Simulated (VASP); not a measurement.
# LiCl: single point with r2SCAN

LiCl:

```xyz
2
Lattice="0.0000 2.7054 2.7054 2.7054 0.0000 2.7054 2.7054 2.7054 0.0000" Properties=species:S:1:pos:R:3 pbc="T T T"
Li    0.0000    0.0000    0.0000
Cl    1.3527    1.3527    1.3527
```

This cell differs from its parent crystal: volume changed by -3%.

```json
{
 "Program": "VASP 6.6.1",
 "Task": "single point",
 "Functional": "r2SCAN",
 "Potentials or basis": "VASP PAW PBE potentials, release 64 (Li_sv, Cl)",
 "Cutoff": "520 eV",
 "k mesh": "6 × 6 × 6",
 "Occupations": "gaussian, width 0.01 eV",
 "Spin": "no spin polarisation",
 "Dipole correction": "no",
 "Further INCAR settings": "ALGO = Normal; EDIFF = 1e-07; NBANDS = 12"
}
```

- Band gap on the k mesh: 6.89 eV, direct

Levels at points of the mesh, in eV from the valence-band top:
```csv
k point,band 2,band 3,band 4,band 5,band 6,band 7,band 8,band 9
"(0.00, 0.00, 0.00)",-13.37,0.00,0.00,0.00,6.89,11.09,11.09,11.09
"(0.50, 0.00, 0.00)",-13.04,-2.14,-0.31,-0.31,9.31,11.17,11.17,11.65
"(0.50, 0.50, 0.00)",-12.94,-1.72,-0.90,-0.90,7.16,10.47,15.00,15.36
```

Run time: 58 s on 1 thread of AMD EPYC 7R13, on a shared host, peak memory 0.13 GiB.

 A k mesh can miss the band edges.
